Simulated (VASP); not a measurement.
A run of VASP 6.6.1 is set up as follows.

The input INCAR:

```
SYSTEM = Si25C23
PREC = Accurate
ENCUT = 520
EDIFF = 1E-8
ISMEAR = -1
SIGMA = 0.01
LREAL = Auto
LASPH = .True.
NELM = 100
ALGO = Normal
ISIF = 2
LWAVE = .False.
LCHARG = .False.
GGA = PE
LEFG = .True.
NBANDS = 126
```

Contents of KPOINTS:

```
regular mesh
0
Gamma
  4 3 2
  0 0 0
```

File POSCAR:

```
Si25C23
1.0
    6.1520000000      0.0000000000      0.0000000000
   -4.6140000000      7.9916824260      0.0000000000
    0.0000000000      0.0000000000     10.0960000000
Si C
25 23
Direct
    0.1666666666      0.2222222222      0.0000000000
    0.1666666666      0.2222222222      0.5000000000
    0.1666666666      0.5555555556      0.0000000000
    0.1666666666      0.5555555556      0.5000000000
    0.1666666666      0.8888888889      0.0000000000
    0.1666666666      0.8888888889      0.5000000000
    0.6666666666      0.2222222222      0.0000000000
    0.6666666666      0.2222222222      0.5000000000
    0.6666666666      0.5555555556      0.0000000000
    0.6666666666      0.5555555556      0.5000000000
    0.6666666666      0.8888888889      0.0000000000
    0.6666666666      0.8888888889      0.5000000000
    0.3333333334      0.1111111111      0.2500000000
    0.3333333334      0.1111111111      0.7500000000
    0.3333333334      0.4444444444      0.2500000000
    0.3333333334      0.4444444444      0.7500000000
    0.3333333334      0.7777777778      0.2500000000
    0.3333333334      0.7777777778      0.7500000000
    0.8333333334      0.1111111111      0.2500000000
    0.8333333334      0.1111111111      0.7500000000
    0.8333333334      0.4444444444      0.2500000000
    0.8333333334      0.4444444444      0.7500000000
    0.8333333334      0.7777777778      0.2500000000
    0.8333333334      0.7777777778      0.7500000000
    0.1666666666      0.2222222222      0.1925000000
    0.1666666666      0.2222222222      0.6925000000
    0.1666666666      0.5555555556      0.1925000000
    0.1666666666      0.5555555556      0.6925000000
    0.1666666666      0.8888888889      0.1925000000
    0.1666666666      0.8888888889      0.6925000000
    0.6666666666      0.2222222222      0.1925000000
    0.6666666666      0.2222222222      0.6925000000
    0.6666666666      0.5555555556      0.1925000000
    0.6666666666      0.5555555556      0.6925000000
    0.6666666666      0.8888888889      0.1925000000
    0.6666666666      0.8888888889      0.6925000000
    0.3333333334      0.1111111111      0.4425000000
    0.3333333334      0.1111111111      0.9425000000
    0.3333333334      0.4444444444      0.4425000000
    0.3333333334      0.4444444444      0.9425000000
    0.3333333334      0.7777777778      0.4425000000
    0.3333333334      0.7777777778      0.9425000000
    0.8333333334      0.1111111111      0.4425000000
    0.8333333334      0.1111111111      0.9425000000
    0.8333333334      0.4444444444      0.4425000000
    0.8333333334      0.4444444444      0.9425000000
    0.8333333334      0.7777777778      0.4425000000
    0.8333333334      0.7777777778      0.9425000000
```

Potentials or basis: VASP PAW PBE potentials, release 64 (Si, C).

Run with:

```bash
$ cat potpaw_PBE.64/Si/POTCAR potpaw_PBE.64/C/POTCAR > POTCAR
$ mpirun -np 1 vasp_std > vasp.out
```

Task: Predict the largest force.

Result: 11.339 eV/Å.

Task: Estimate the pressure.

Result: 13.6 GPa.

Task: What does it give for the band gap on the k mesh?

Result: 2.10 eV.

Stress tensor (GPa, compression positive):
```
15.68  0.00  0.00
 0.00 15.66  0.00
 0.00  0.00  9.56
```

Caveat: without QUAD_EFG the Cq values of the log hold for a quadrupole moment of 1 mb, not for the nuclei.
